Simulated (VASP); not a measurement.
Write the native input for VASP 6.6.1 that does the following.

```
Task                   : single point
Functional             : PBE
Potentials or basis    : VASP PAW PBE potentials, release 64 (In_d, As)
Cutoff                 : 500 eV
k mesh                 : 12 × 12 × 12
Occupations            : gaussian, width 0.1 eV
Spin                   : no spin polarisation
Dipole correction      : no
Further INCAR settings : ALGO = Normal; EDIFF = 1e-06; NBANDS = 16
```

The structure of InAs lies in POSCAR:

```
InAs
1.0
    0.0000000000      3.0941977847      3.0941977847
    3.0941977847      0.0000000000      3.0941977847
    3.0941977847      3.0941977847      0.0000000000
In As
1 1
Direct
    0.0000000000      0.0000000000      0.0000000000
    0.2500000000      0.2500000000      0.2500000000
```

The input as run:

INCAR

```
SYSTEM = InAs
ALGO     = Normal         ! electronic algorithm
EDIFF    = 1E-6           ! SCF threshold, eV
ENCUT    = 500            ! plane-wave cutoff, eV
GGA      = PE             ! functional
GGA_COMPAT= .False.      
ISIF     = 2              ! what is computed and relaxed
ISMEAR   = 0              ! smearing method
LASPH    = .True.         ! aspherical terms in the spheres
LCHARG   = .True.         ! write CHGCAR
LELF     = .True.         ! ELF
LREAL    = .False.        ! projectors in reciprocal space
LVHAR    = .True.       
LWAVE    = .False.        ! write WAVECAR
NBANDS   = 16             ! bands
NELM     = 120            ! most SCF steps
PREC     = Accurate       ! precision mode
SIGMA    = 0.1            ! smearing width, eV
```

KPOINTS

```
k-points
0
Gamma
  12 12 12
  0 0 0
```

Potentials or basis: VASP PAW PBE potentials, release 64 (In_d, As).

The run is started by

```bash
$ cat potpaw_PBE.64/In_d/POTCAR potpaw_PBE.64/As/POTCAR > POTCAR
$ mpirun -np 1 vasp_std > vasp.out
```

It gave:

```json
{
 "Pressure": "0.0 GPa",
 "Band gap on the k mesh": "zero (filled and empty bands touch)"
}
```

Caveat: spin-orbit coupling is left out, which moves the levels of the heavy elements.

It took 37 s on 1 thread of Intel(R) Xeon(R) Platinum 8375C CPU @ 2.90GHz (Ice Lake) (shared host), peak memory 0.22 GiB.
